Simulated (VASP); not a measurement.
## HC32 (a cell with a defect) (H_i (bond centre)): single point with PBE

The system is HC32 (a cell with a defect) (H_i (bond centre)).

```
C H
1.0
    -3.57162    3.57162    3.57162
     3.57162   -3.57162    3.57162
     3.57162    3.57162   -3.57162
C H
32 1
Cartesian
  -0.0213 -0.0107 -0.0079
  3.5640 1.7688 -1.7720
  3.5691 -0.0082 0.0119
  3.5695 -1.8000 1.7990
  1.7871 3.5647 -1.7698
  1.7845 1.7736 0.0037
  1.6772 -0.1388 1.6921
  1.7884 -1.7976 3.5843
  0.0147 3.5519 0.0255
  -0.0054 1.7711 1.7985
  -0.0001 -0.0042 3.5832
  3.6195 1.8162 1.8067
  -1.7779 3.5688 1.7986
  -1.7834 1.7624 3.5715
  1.7850 3.5636 1.7982
  1.7870 1.7971 3.6124
  2.6764 2.6817 -2.6524
  2.6796 0.8828 -0.8824
  2.6784 -0.9303 0.8846
  2.6707 -2.6890 2.6838
  0.8932 2.6696 -0.8862
  0.8445 0.8744 0.8638
  0.8782 -0.9161 2.7007
  4.4698 0.8826 0.9101
  -0.8956 2.6686 0.9070
  -0.8942 0.8796 2.6884
  2.6802 2.6772 0.9075
  2.7882 0.9893 2.8193
  -2.6575 2.6887 2.6916
  0.9005 4.4534 0.9123
  0.8956 2.6693 2.6895
  0.8953 0.8822 4.4812
  2.2194 0.8742 1.8183
```

```
Program             : VASP 6.6.1
Task                : single point
Functional          : PBE
Potentials or basis : VASP PAW PBE potentials, release 64 (C, H)
Cutoff              : 520 eV
k mesh              : 1 × 1 × 1, shifted
Occupations         : gaussian, width 0.01 eV
Spin                : no spin polarisation
```

The largest force is 0.029 eV/Å.

Forces in eV/Å, atoms in the order of the input:
```
C   -0.014 -0.009 -0.012
C   -0.001 -0.001 -0.001
C   -0.001  0.000  0.005
C    0.000  0.000  0.004
C    0.000  0.000  0.004
C   -0.001  0.004 -0.002
C   -0.001 -0.008  0.012
C    0.002 -0.001  0.003
C    0.007 -0.006  0.005
C    0.004 -0.003  0.001
C    0.003  0.002 -0.003
C    0.004  0.003 -0.014
C    0.004  0.002 -0.003
C   -0.002 -0.010 -0.004
C    0.003 -0.003  0.001
C   -0.013  0.006  0.005
C    0.003  0.004  0.008
C   -0.004  0.000  0.003
C    0.010 -0.006 -0.008
C   -0.005  0.006 -0.001
C   -0.003  0.001 -0.005
C   -0.002  0.012 -0.002
C   -0.007 -0.006  0.005
C   -0.002  0.000  0.003
C   -0.002 -0.003  0.000
C    0.002 -0.003  0.001
C    0.000  0.002  0.000
C    0.003 -0.010  0.006
C    0.013  0.012  0.011
C    0.000  0.001 -0.001
C    0.000 -0.002  0.001
C    0.001 -0.003 -0.001
H    0.002  0.020 -0.022
```

Levels at points of the mesh, in eV from the Fermi level:
```csv
k point,band 60,band 61,band 62,band 63,band 64,band 65,band 66,band 67,band 68,band 69
"(0.25, 0.25, 0.25)",-0.25,-0.19,-0.17,-0.16,-0.12,4.18,6.71,7.29,7.34,7.46
```

It took 28 s on 1 thread of AMD EPYC 9R45 96-Core Processor (Zen 5) (shared host), peak memory 0.27 GiB.

Caveat: the k points lie up to 1.24 Å⁻¹ apart; the cell carries a net charge on a neutralising background, which shifts energy and pressure; the cell is charged against a uniform background, so pressure and absolute levels hang on convention.
